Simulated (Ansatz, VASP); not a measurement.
**LaFeGe: VASP beside Ansatz**

File INCAR:

```
  PREC = Accurate
  ENCUT = 600
  EDIFF = 1E-6
  ISMEAR = -1
  SIGMA = 0.05
  LREAL = F
  LASPH = T
  NELM = 200
  ALGO = Normal
  ISIF = 2
  LWAVE = F
  LCHARG = F
  ISPIN = 2
  MAGMOM = 0 0 3
  LORBIT = 11
  NUPDOWN = 3.0
  LMAXMIX = 6
  GGA = PE
  NBANDS = 32
  GGA_COMPAT = F
```

Contents of KPOINTS:

```
regular mesh
0
Gamma
  6 6 5
```

The input POSCAR:

```
LaFeGe
1.0
    4.2318077991      0.0000000000      0.0000000000
   -2.1159038996      3.6648530580      0.0000000000
    0.0000000000      0.0000000000      4.2857840000
La Ge Fe
1 1 1
Direct
    0.0000000000      0.0000000000      0.0000000000
    0.6666666667      0.3333333333      0.5000000000
    0.3333333333      0.6666666667      0.5000000000
```

input.yaml

```yaml
crystal:
  lattice:
    - [4.2318077991, 0.0, 0.0]
    - [-2.1159038996, 3.664853058, 0.0]
    - [0.0, 0.0, 4.285784]
  atoms:
    - { symbol: La, position: [0.0, 0.0, 0.0] }
    - { symbol: Ge, position: [0.6666666667, 0.3333333333, 0.5] }
    - { symbol: Fe, position: [0.3333333333, 0.6666666667, 0.5], spin: 3.0 }
hamiltonian:
  xc: pbe
  pseudopotentials: { kind: paw }
magnetization:
  spin_polarized: true
  initial_magnetization: 3.0
  spin_locking: { lock_magnetization: hard }
kpoints:
  mp_grid: { grid: [6, 6, 5] }
scf:
  occupations: { method: fermi_dirac, width: 0.05 }
  lower_state_search: "off"
output:
  forces: true
  stress: true
  eigenvalues: true
```

Alike in both runs: task single point; functional PBE; k mesh 6 × 6 × 5; occupations fermi-dirac, width 0.05 eV; collinear spin; fixed moment 3 μB.

```csv
,VASP,Ansatz
version,VASP 6.6.1,Ansatz 0.2.0
potentials or method,"VASP PAW PBE potentials, release 64 (La, Ge_d, Fe_sv)",Ansatz PAW
plane-wave cutoff (eV),600,420
valence electrons in the cell,41,41
```

Ansatz gave:

* pressure (GPa): 1.3
* traceless stress, the component that is largest in VASP (GPa): -1.55
* net moment per atom (μB): 1.00
* size of the moment on the site where the two differ most (μB): 2.52

Question: Which values does VASP return?

Answer: Pressure (GPa): 0.7; traceless stress, the component that is largest in VASP (GPa): -1.52; net moment per atom (μB): 1.00; size of the moment on the site where the two differ most (μB): 2.41.

Site moments also hang on the region over which each program counts them.

Neither program's run includes spin-orbit coupling.
